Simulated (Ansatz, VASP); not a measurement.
One calculation of Ta, two programs

```xyz
1
Lattice="-1.6513 1.6513 1.6513 1.6513 -1.6513 1.6513 1.6513 1.6513 -1.6513" Properties=species:S:1:pos:R:3 pbc="T T T"
Ta    0.0000    0.0000    0.0000
```

Alike in both runs: task single point; functional PBE; k mesh 12 × 12 × 12; occupations fermi-dirac, width 0.02 eV; no spin polarisation.

```csv
,VASP,Ansatz
version,VASP 6.6.1,Ansatz 0.2.0
potentials or method,"VASP PAW PBE potentials, release 64 (Ta_pv)","plane waves, norm-conserving potentials"
plane-wave cutoff (eV),500,1000
valence electrons in the cell,11,27
```

|  | VASP | Ansatz | Ansatz less VASP |
| --- | --- | --- | --- |
| gap on the k mesh at the Fermi level (eV) | none | none | - |
| pressure (GPa) | 2.0 | 1.8 | -0.22 |

A gap of «none» marks a metal or a gap that the smearing closes. The functional is the same, so the differences come from potentials, cutoffs and numerics. VASP's potentials hold 11 valence electrons a cell and Ansatz's 27, so a difference there can come from the potentials and not from the codes.

Neither program's run includes spin-orbit coupling.
